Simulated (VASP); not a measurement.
# Ge (Pmma) in VASP: a series of runs

Runs on Ge. Level: PBE. Tasks: single point, relaxation of cell and atoms.

Program: VASP 6.6.1. These are calculated values, not measurements. Logs are shortened: lines on timing, memory, paths and dates and some standing lists are left out, and cuts for length are marked.

## Step 1: The cell of the first run

Symmetry: Pmma, No. 51, orthorhombic system. Conventional cell: a = 7.324 Å, b = 3.519 Å, c = 5.050 Å, α = 90.00°, β = 90.00°, γ = 90.00°. Within 3.3 Å of Ge (site symmetry m) lie 5 Ge at 2.39 to 3.27 Å. Within 3.2 Å of Ge (site symmetry 2/m) lie 4 Ge at 2.40 Å.

The cell was built from a structure type or drawn by symmetry, and may not be a known phase.

## Step 2: Single point, PBE

Input file INCAR:

```
SYSTEM = Ge
ALGO = Normal
EDIFF = 1E-6
ENCUT = 520
GGA = PE
ISIF = 2
ISMEAR = 0
LASPH = .TRUE.
LCHARG = .TRUE.
LELF = .TRUE.
LREAL = .FALSE.
LVHAR = .TRUE.
LWAVE = .FALSE.
NBANDS = 51
NELM = 100
PREC = Accurate
SIGMA = 0.1
```

Input file KPOINTS:

```
k-points
0
G
  4 6 4
  0 0 0
```

Input file POSCAR:

```
Ge
1.0
    7.3238486200      0.0000000000      0.0000000000
    0.0000000000      3.5193815900      0.0000000000
    0.0000000000      0.0000000000      5.0504609300
Ge
6
Direct
    0.4130875300      0.5000000000      0.2018806100
    0.5869124700      0.5000000000      0.7981193900
    0.9130875300      0.5000000000      0.7981193900
    0.0869124700      0.5000000000      0.2018806100
    0.0000000000      0.0000000000      0.5000000000
    0.5000000000      0.0000000000      0.5000000000
```

Potentials or basis: VASP PAW PBE potentials, release 64 (Ge_d).

Started as:

```bash
> cat potpaw_PBE.64/Ge_d/POTCAR > POTCAR
> mpirun -np 1 vasp_std > vasp.out
```

OUTCAR:

```text
SYSTEM = Ge
   EDIFF = 1E-6
   ENCUT = 520
   GGA = PE
   ISIF = 2
   ISMEAR = 0
   LASPH = .TRUE.
   LREAL = .FALSE.
   NELM = 100
   PREC = Accurate

 ion  position               nearest neighbor table
   1  0.413  0.500  0.202-   4 2.39   6 2.40   6 2.40   2 2.40
   2  0.587  0.500  0.798-   3 2.39   6 2.40   6 2.40   1 2.40
   3  0.913  0.500  0.798-   2 2.39   5 2.40   5 2.40   4 2.40
   4  0.087  0.500  0.202-   1 2.39   5 2.40   5 2.40   3 2.40
   5  0.000  0.000  0.500-   3 2.40   4 2.40   3 2.40   4 2.40
   6  0.500  0.000  0.500-   1 2.40   2 2.40   1 2.40   2 2.40

  LATTYP: Found a simple orthorhombic cell.
 ALAT       =     3.5193815900
 B/A-ratio  =     1.4350421518
 C/A-ratio  =     2.0810044131

  Lattice vectors:

 A1 = (   0.0000000000,   3.5193815900,   0.0000000000)
 A2 = (   0.0000000000,   0.0000000000,   5.0504609300)
 A3 = (   7.3238486200,   0.0000000000,   0.0000000000)

Analysis of symmetry for initial positions (statically):
=====================================================================
 Subroutine PRICEL returns:
 Original cell was already a primitive cell.

 Routine SETGRP: Setting up the symmetry group for a
 simple orthorhombic supercell.

 Subroutine GETGRP returns: Found  8 space group operations
 (whereof  4 operations were pure point group operations)
 out of a pool of  8 trial point group operations.

The static configuration has the point symmetry C_2h.
 The point group associated with its full space group is D_2h.

Analysis of symmetry for dynamics (positions and initial velocities):
=====================================================================
 Subroutine PRICEL returns:
 Original cell was already a primitive cell.

 Routine SETGRP: Setting up the symmetry group for a
 simple orthorhombic supercell.

 Subroutine GETGRP returns: Found  8 space group operations
 (whereof  4 operations were pure point group operations)
 out of a pool of  8 trial point group operations.

The dynamic configuration has the point symmetry C_2h.
 The point group associated with its full space group is D_2h.

 Subroutine INISYM returns: Found  8 space group operations
 (whereof  4 operations are pure point group operations),
 and found     1 'primitive' translations

----------------------------------------------------------------------------------------

[... 96 lines left out ...]
   LSORBIT =      F    spin-orbit coupling
   LASPH  =      T    aspherical Exc in radial PAW
   ENCUT  =  520.0 eV  38.22 Ry    6.18 a.u.  13.62  6.54  9.39*2*pi/ulx,y,z
   NELM   =    100;   NELMIN=  2; NELMDL= -5     # of ELM steps
   EDIFF  = 0.1E-05   stopping-criterion for ELM
   LREAL  =      F    real-space projection
   EDIFFG = 0.1E-04   stopping-criterion for IOM
   NSW    =      0    number of steps for IOM
   IBRION =     -1    ionic relax: 0-MD 1-quasi-New 2-CG
   NFREE  =      0    steps in history (QN), initial steepest desc. (CG)
   ISIF   =      2    stress and relaxation
   ISYM   =      2    0-nonsym 1-usesym 2-fastsym
   POTIM  = 0.5000    time-step for ionic-motion
   TEBEG  =    0.0;   TEEND  =   0.0 temperature during run
   PSTRESS=    0.0 pullay stress
   NELECT =      84.0000    total number of electrons
   NUPDOWN=      -1.0000    fix difference up-down
   EMIN   =  10.00;   EMAX   =-10.00  energy-range for DOS
   EFERMI =   0.00;   METHOD = LEGACY
   ISMEAR =     0;   SIGMA  =   0.10  broadening in eV -4-tet -1-fermi 0-gaus
   EFERMI_NEDOS =   21; number of points for ismear=-14 and -15
   IALGO  =     38    algorithm
   IMIX   =      4    mixing-type and parameters
     AMIX     =   0.40;   BMIX     =  1.00
     AMIX_MAG =   1.60;   BMIX_MAG =  1.00
  volume/ion in A,a.u.               =      21.70       146.41
  Fermi-wavevector in a.u.,A,eV,Ry     =   1.414672  2.673342 27.229287  2.001296
  Thomas-Fermi vector in A             =   2.536190
   LORBIT       =      0    0 simple, 1 ext, 2 COOP (PROOUT), +10 PAW based schemes
   GGA     = PE    functional components
   LHFCALC =     F    Hartree Fock is set to
   AEXX    =    0.0000 exact exchange contribution
   IVDW    =     0    specifies the selected vdW correction
   LEPSILON=     F    determine dielectric tensor
   LRPA    =     F    only Hartree local field effects (RPA)
 non-spin polarized calculation
 Gauss-broadening in eV      SIGMA  =   0.10
  energy-cutoff  :      520.00
  volume of cell :      130.18
 maximum number of plane-waves:      3531
   NGX = 27   NGY = 13   NGZ = 19

 number of electron      83.9999952 magnetization

 Free energy of the ion-electron system (eV)
  ---------------------------------------------------
  ext. energy  EPLUGINS =         0.00000000
  ---------------------------------------------------
  free energy    TOTEN  =       -23.50832547 eV

  energy without entropy =      -23.49204245  energy(sigma->0) =      -23.50018396

 E-fermi :   5.1753     XC(G=0): -10.1605

 val. band max:        5.1457101506   @ k =   0.2500   0.0000   0.2500
 cond. band min:       5.1934430933   @ k =   0.5000   0.3333   0.2500
 fundamental gap:      0.0477329426
 Fermi energy:         5.1752797522

 k-point     1 :       0.0000    0.0000    0.0000
  band No.  band energies     occupation
      1     -19.7917      2.00000
      2     -19.7753      2.00000
      3     -19.7241      2.00000
      4     -19.6818      2.00000
      5     -19.6770      2.00000
      6     -19.6736      2.00000
[... 1285 lines left out ...]
     50      10.0785      0.00000
     51      11.1374      0.00000

 [... further k-points ...]
[... 5 lines left out ...]
  --------------------------------------------------------------------------------------
  -------------------------------------------------------------------------------------
  Total        5.3775022     14.7962256     11.5524232      0.0000000      0.0000000     -0.0000000
  in kB       66.1842181    182.1062261    142.1827594      0.0000000      0.0000000     -0.0000000
  external PRESSURE =     130.1577346 kB  Pullay stress =       0.0000000 kB

 VOLUME and BASIS-vectors are now :
 -----------------------------------------------------------------------------
  energy-cutoff  :      520.00
  volume of cell :      130.18
      direct lattice vectors                 reciprocal lattice vectors
     7.323848620  0.000000000  0.000000000     0.136540233  0.000000000  0.000000000
     0.000000000  3.519381590  0.000000000     0.000000000  0.284140828  0.000000000
     0.000000000  0.000000000  5.050460930     0.000000000  0.000000000  0.198001730

 POSITION                                       TOTAL-FORCE (eV/Angst)
 -----------------------------------------------------------------------------------
      3.02539      1.75969      1.01959         0.050183     -0.000000     -0.564950
      4.29846      1.75969      4.03087        -0.050183     -0.000000      0.564950
      6.68731      1.75969      4.03087         0.050183      0.000000      0.564950
      0.63653      1.75969      1.01959        -0.050183      0.000000     -0.564950
      0.00000      0.00000      2.52523         0.000000     -0.000000      0.000000
      3.66192      0.00000      2.52523         0.000000     -0.000000      0.000000
 -----------------------------------------------------------------------------------
    total drift:                                0.000000     -0.000000      0.000000

  FREE ENERGIE OF THE ION-ELECTRON SYSTEM (eV)
  ---------------------------------------------------
  free  energy   TOTEN  =       -23.5083254721 eV

  energy  without entropy=      -23.4920424544  energy(sigma->0) =      -23.50018396
```

Wall time 99 s (1 thread of Intel Xeon 6975P-C (Granite Rapids), shared host); peak memory 0.32 GiB.

Results:

- Free energy: -23.5083 eV
- Pressure: 13.0 GPa
- Largest force: 0.567 eV/Å
- Band gap on the k mesh: zero (bands 42 and 43 overlap by 1.75 eV)

Forces in eV/Å, atoms in the order of the input:
```
Ge   0.050  0.000 -0.565
Ge  -0.050  0.000  0.565
Ge   0.050  0.000  0.565
Ge  -0.050  0.000 -0.565
Ge   0.000  0.000  0.000
Ge   0.000  0.000  0.000
```

Caveat: the cell stands under pressure.

## Step 3: Single point, PBE

This run uses another cell than the first one, of 23.30 Å³/atom.

Input file INCAR:

```
SYSTEM = Ge
PREC = Accurate ; ENCUT = 520
EDIFF = 1E-6 ; ISMEAR = 0
SIGMA = 0.1 ; LREAL = .False.
LASPH = .True. ; NELM = 60
ALGO = Normal ; ISIF = 2
LWAVE = .False. ; LCHARG = .True.
GGA = PE ; LELF = .True.
LVHAR = .True. ; NBANDS = 51
```

Input file KPOINTS:

```
Automatic mesh
0
Gamma
  4 6 4
  0 0 0
```

Input file POSCAR:

```
Ge
1.0
    6.0005215884      0.0000000000      0.0000000000
    0.0000000000      4.0423714206      0.0000000000
    0.0000000000      0.0000000000      5.7634856230
Ge
6
Direct
    0.4609757807      0.5000000000      0.2163652408
    0.5390242193      0.5000000000      0.7836347592
    0.9609757807      0.5000000000      0.7836347592
    0.0390242193      0.5000000000      0.2163652408
    0.0000000000      0.0000000000      0.5000000000
    0.5000000000      0.0000000000      0.5000000000
```

Potentials or basis: VASP PAW PBE potentials, release 64 (Ge_d).

Started as:

```bash
> cat potpaw_PBE.64/Ge_d/POTCAR > POTCAR
> mpirun -np 1 vasp_std > vasp.out
```

It took 92 s on 1 thread of Intel Xeon 6975P-C (Granite Rapids), shared host; peak memory 0.34 GiB.

The run converged. Its results:

```yaml
Free_energy: -25.1354 eV
Pressure: 0.1 GPa
Largest_force: 0.035 eV/Å
Band_gap_on_the_k_mesh: zero (bands 42 and 43 overlap by 1.31 eV)
```

Forces in eV/Å, atoms in the order of the input:
```
Ge   0.008  0.000  0.034
Ge  -0.008  0.000 -0.034
Ge   0.008  0.000 -0.034
Ge  -0.008  0.000  0.034
Ge   0.000  0.000  0.000
Ge   0.000  0.000  0.000
```

Stress tensor (GPa, compression positive):
```
0.11 0.00 0.00
0.00 0.02 0.00
0.00 0.00 0.12
```

Levels at points of the mesh, in eV from the Fermi level:
```csv
k point,band 38,band 39,band 40,band 41,band 42,band 43,band 44,band 45,band 46,band 47
"(0.00, 0.00, 0.00)",-2.78,-1.99,-1.00,-0.82,-0.50,1.23,1.62,2.32,3.57,3.61
"(0.50, 0.00, 0.00)",-2.01,-1.58,-1.58,-0.28,-0.28,1.78,1.78,2.26,2.26,3.39
"(0.00, 0.50, 0.00)",-3.71,-2.97,-2.79,-2.34,-1.39,-1.02,-0.92,1.89,3.05,4.95
"(0.50, 0.50, 0.00)",-4.03,-2.68,-2.68,-0.20,-0.20,0.05,0.05,1.02,1.02,3.63
"(0.00, 0.00, 0.50)",-2.33,-2.00,-1.09,-0.41,-0.38,-0.19,0.86,1.78,1.90,2.87
"(0.50, 0.00, 0.50)",-1.61,-1.59,-1.59,-0.94,-0.94,0.62,0.62,0.69,0.69,2.66
"(0.00, 0.50, 0.50)",-3.32,-2.53,-2.42,-2.31,-0.01,0.72,1.60,1.86,2.75,3.59
"(0.50, 0.50, 0.50)",-3.70,-0.81,-0.81,0.29,0.29,0.98,0.98,1.98,1.98,2.64
```

## Step 4: Relaxation of cell and atoms, PBE

Input file INCAR:

```
PREC     = Accurate       # precision mode
ENCUT    = 600            # plane-wave cutoff, eV
EDIFF    = 1E-7           # SCF threshold, eV
ISMEAR   = 0              # smearing method
SIGMA    = 0.1            # smearing width, eV
LREAL    = False          # projectors in reciprocal space
LASPH    = True           # aspherical terms in the spheres
NELM     = 100            # most SCF steps
ALGO     = Normal         # electronic algorithm
ISIF     = 3              # what is computed and relaxed
LWAVE    = False          # write WAVECAR
LCHARG   = False          # write CHGCAR
GGA      = PE             # functional
IBRION   = 2              # ionic algorithm
NSW      = 90             # ionic steps
EDIFFG   = -0.04          # ionic threshold
```

Input file KPOINTS:

```
regular mesh
0
Gamma
  4 6 4
```

Input file POSCAR:

```
Ge
1.0
    7.3238486200      0.0000000000      0.0000000000
    0.0000000000      3.5193815900      0.0000000000
    0.0000000000      0.0000000000      5.0504609300
Ge
6
Direct
    0.4130875300      0.5000000000      0.2018806100
    0.5869124700      0.5000000000      0.7981193900
    0.9130875300      0.5000000000      0.7981193900
    0.0869124700      0.5000000000      0.2018806100
    0.0000000000      0.0000000000      0.5000000000
    0.5000000000      0.0000000000      0.5000000000
```

Started as:

```bash
> cat potpaw_PBE.64/Ge_d/POTCAR > POTCAR
> mpirun -np 1 vasp_std > vasp.out
```

Wall time 33 min (1 thread of Intel Xeon 6975P-C (Granite Rapids), shared host); peak memory 0.39 GiB.

Results (log left out):

- Free energy: -25.1294 eV
- Relaxed volume: 23.28 Å³/atom
- Relaxed cell: a = 5.994 Å, b = 4.039 Å, c = 5.769 Å, α = 90.00°, β = 90.00°, γ = 90.00°
- Space group after relaxing (to 0.1 Å): Pmma (No. 51)
- Energy gained by relaxing: 270.1 meV/atom
- Ionic steps: 26
- Pressure after relaxing: 0.0 GPa
- Largest force after relaxing: 0.017 eV/Å
- Band gap on the k mesh: zero (bands 42 and 43 overlap by 1.32 eV)

Forces on the atoms (eV/Å):
```
Ge  -0.004  0.000 -0.017
Ge   0.004  0.000  0.017
Ge  -0.004  0.000  0.017
Ge   0.004  0.000 -0.017
Ge   0.000  0.000  0.000
Ge   0.000  0.000  0.000
```

Step by step:
| step | energy change (eV) | largest force (eV/Å) | pressure (GPa) | volume (Å³) |
| --- | --- | --- | --- | --- |
| 1 | 0.0000 | 0.5674 | 12.89 | 130.18 |
| 2 | -0.9349 | 0.5676 | -2.38 | 165.70 |
| 3 | -1.0098 | 0.4682 | 0.09 | 155.90 |
| 4 | -1.0101 | 0.4796 | -0.12 | 156.62 |
| 5 | -1.0600 | 0.3670 | -0.28 | 156.90 |
| 6 | -1.1692 | 0.0296 | -0.88 | 157.63 |
| 7 | -1.2262 | 0.4751 | -1.80 | 158.71 |
| 8 | -1.2506 | 0.4786 | -1.80 | 158.10 |
| 9 | -1.3239 | 0.4754 | -1.78 | 156.23 |
| 10 | -1.4436 | 0.5027 | -1.57 | 152.21 |
| 11 | -1.2711 | 0.9998 | 0.31 | 143.05 |
| 12 | -1.4531 | 0.5949 | -1.30 | 150.10 |
| 13 | -1.4897 | 0.5693 | -0.95 | 148.10 |
| 14 | -1.5619 | 0.4828 | 0.19 | 142.18 |
| 15 | -1.5035 | 0.1274 | 3.88 | 130.75 |
| 16 | -1.5754 | 0.4382 | 1.01 | 138.91 |
| 17 | -1.5763 | 0.4071 | 1.35 | 137.72 |
| 18 | -1.6065 | 0.1313 | 0.44 | 138.85 |
| 19 | -1.6084 | 0.0652 | 0.16 | 139.23 |
| 20 | -1.6125 | 0.0628 | 0.01 | 139.60 |
| 21 | -1.6173 | 0.0599 | -0.32 | 140.52 |
| 22 | -1.6174 | 0.0586 | -0.39 | 140.70 |
| 23 | -1.6201 | 0.0478 | -0.05 | 139.83 |
| 24 | -1.6201 | 0.0457 | 0.05 | 139.62 |
| 25 | -1.6201 | 0.0464 | 0.03 | 139.65 |
| 26 | -1.6205 | 0.0171 | 0.01 | 139.67 |

Final structure:
```xyz
6
Lattice="5.9939 0.0000 0.0000 0.0000 4.0393 0.0000 0.0000 0.0000 5.7686" Properties=species:S:1:pos:R:3 pbc="T T T"
Ge    2.7670    2.0196    1.2533
Ge    3.2270    2.0196    4.5154
Ge    5.7640    2.0196    4.5154
Ge    0.2300    2.0196    1.2533
Ge    0.0000    0.0000    2.8843
Ge    2.9970    0.0000    2.8843
```

Levels at points of the mesh, in eV from the Fermi level:
| k point | band 38 | band 39 | band 40 | band 41 | band 42 | band 43 | band 44 | band 45 | band 46 | band 47 |
| --- | --- | --- | --- | --- | --- | --- | --- | --- | --- | --- |
| (0.00, 0.00, 0.00) | -2.80 | -1.99 | -0.98 | -0.83 | -0.53 | 1.22 | 1.62 | 2.30 | 3.55 | 3.64 |
| (0.50, 0.00, 0.00) | -2.02 | -1.58 | -1.58 | -0.29 | -0.29 | 1.78 | 1.78 | 2.24 | 2.24 | 3.38 |
| (0.00, 0.50, 0.00) | -3.72 | -2.99 | -2.79 | -2.36 | -1.41 | -1.03 | -0.91 | 1.91 | 3.06 | 4.93 |
| (0.50, 0.50, 0.00) | -4.03 | -2.70 | -2.70 | -0.19 | -0.19 | 0.07 | 0.07 | 1.02 | 1.02 | 3.60 |
| (0.00, 0.00, 0.50) | -2.35 | -2.01 | -1.10 | -0.43 | -0.36 | -0.18 | 0.86 | 1.73 | 1.91 | 2.86 |
| (0.50, 0.00, 0.50) | -1.61 | -1.60 | -1.60 | -0.95 | -0.95 | 0.63 | 0.63 | 0.69 | 0.69 | 2.62 |
| (0.00, 0.50, 0.50) | -3.30 | -2.54 | -2.43 | -2.32 | -0.03 | 0.67 | 1.61 | 1.87 | 2.71 | 3.59 |
| (0.50, 0.50, 0.50) | -3.70 | -0.78 | -0.78 | 0.29 | 0.29 | 0.97 | 0.97 | 1.94 | 1.94 | 2.61 |

Caveat: a cell axis changed by over 15 % at a fixed basis, so the end point is rough.

## Step 5: Summary

| task | cell | cutoff (eV) | gap on the mesh (eV) | pressure (GPa) | largest force (eV/Å) |
| --- | --- | --- | --- | --- | --- |
| single point | a = 7.324, b = 3.519, c = 5.050 Å, 6 atoms, atomic positions A | 520 | none | 13.0 | 0.57 |
| single point | a = 6.001, b = 4.042, c = 5.763 Å, 6 atoms, atomic positions B | 520 | none | 0.1 | 0.04 |
| relaxation of cell and atoms | relaxed from a = 7.324, b = 3.519, c = 5.050 Å, 6 atoms, atomic positions A | 600 | none | 0.0 | 0.02 |

Alike in all rows: level PBE; potentials or basis VASP PAW PBE potentials, release 64 (Ge_d); no spin polarisation; k mesh 4 × 6 × 4; smearing gaussian 0.1 eV.

Caveats: the cell stands under pressure (at least some runs); a cell axis changed by over 15 % at a fixed basis, so the end point is rough (at least some runs).

Total energies depend on the potentials used, so only differences within one code and one set of settings carry meaning.
